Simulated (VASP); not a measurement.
Ca, 2 atoms in the cell. The cell holds a sublattice, 2 atoms: a = 5.245 Å, b = 5.245 Å, c = 5.245 Å, α = 64.68°, β = 64.68°, γ = 64.68°. 

```yaml
Program: VASP 6.6.1
Task: single point
Functional: PBE
Potentials_or_basis: VASP PAW PBE potentials, release 64 (Ca_sv)
Cutoff: 400 eV
k_mesh: 9 × 9 × 9
Occupations: gaussian, width 0.1 eV
Spin: no spin polarisation
Dipole_correction: no
Further_INCAR_settings: ALGO = Normal; EDIFF = 1e-06; NBANDS = 17
```

Potentials or basis: VASP PAW PBE potentials, release 64 (Ca_sv).

Command:

```sh
$ cat potpaw_PBE.64/Ca_sv/POTCAR > POTCAR
$ mpirun -np 1 vasp_std > vasp.out
```

Hardware: 1 thread of Intel(R) Xeon(R) Platinum 8375C CPU @ 2.90GHz (Ice Lake), on a shared host.

**Question.** How long does it take, and how much memory?

**Answer.** Wall time 55 s on 1 thread of Intel(R) Xeon(R) Platinum 8375C CPU @ 2.90GHz (Ice Lake), with other jobs on the host, peak memory 0.25 GiB. Counts: scf iterations 12, k points 85.
